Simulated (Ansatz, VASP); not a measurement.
## Cr in VASP and in Ansatz

```
Cr
1.0
     0.00000    1.83075    1.83075
     1.83075    0.00000    1.83075
     1.83075    1.83075    0.00000
Cr
1
Direct
  0.00000 0.00000 0.00000
```

Alike in both runs: task single point; functional PBE; k mesh 8 × 8 × 8; collinear spin.

|  | VASP | Ansatz |
| --- | --- | --- |
| version | VASP 6.6.1 | Ansatz 0.2 development build |
| potentials or method | VASP PAW PBE potentials, release 64 (Cr_pv) | scalar-relativistic |
| plane-wave cutoff (eV) | 500 | 1279 |
| occupations | fermi-dirac, width 0.1 eV | fermi-dirac |

```tsv
	VASP	Ansatz	Ansatz less VASP
net moment per atom (μB)	0.00	0.00	0.000
```

The k mesh is coarse, so the values compare programs but aren't converged.
